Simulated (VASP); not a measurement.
Write the native input for VASP 6.6.1 that does the following.

| Item | Value |
| --- | --- |
| Task | single point |
| Functional | PBE |
| Potentials or basis | VASP PAW PBE potentials, release 64 (Mg, O) |
| Cutoff | 600 eV |
| k mesh | 3 × 3 × 3 |
| Occupations | gaussian, width 0.01 eV |
| Spin | no spin polarisation |
| Dipole correction | no |
| Further INCAR settings | ALGO = Normal; EDIFF = 1e-06; NBANDS = 11 |

The structure of MgO lies in POSCAR:

```
MgO
1.0
    0.0000000000      2.0313250000      2.0313250000
    2.0313250000      0.0000000000      2.0313250000
    2.0313250000      2.0313250000      0.0000000000
Mg O
1 1
Direct
    0.0000000000      0.0000000000      0.0000000000
    0.5774149900      0.5174716600      0.4958785800
```

One way to write it, as run:

INCAR

```
SYSTEM = MgO
  PREC = Accurate
  ENCUT = 600
  EDIFF = 1E-6
  ISMEAR = 0
  SIGMA = 0.01
  LREAL = .False.
  LASPH = .True.
  NELM = 120
  ALGO = Normal
  ISIF = 2
  LWAVE = .False.
  LCHARG = .True.
  GGA = PE
  LELF = .True.
  LVHAR = .True.
  NBANDS = 11
  GGA_COMPAT = .False.
```

KPOINTS

```
regular mesh
0
Gamma
  3 3 3
  0 0 0
```

Potentials or basis: VASP PAW PBE potentials, release 64 (Mg, O).

Launch:

```bash
$ cat potpaw_PBE.64/Mg/POTCAR potpaw_PBE.64/O/POTCAR > POTCAR
$ mpirun -np 1 vasp_std > vasp.out
```

Results of the run:

| Quantity | Value |
| --- | --- |
| Pressure | 35.5 GPa |
| Largest force | 2.316 eV/Å |
| Band gap on the k mesh | 5.76 eV, direct |

Caveat: the k points lie up to 0.89 Å⁻¹ apart; forces of over 1 eV/Å act on the atoms, so gaps and moduli don't describe the material at rest.

Wall time 4.2 s on 1 thread of Intel(R) Xeon(R) 6975P-C (Granite Rapids), with other jobs on the host, peak memory 0.14 GiB.
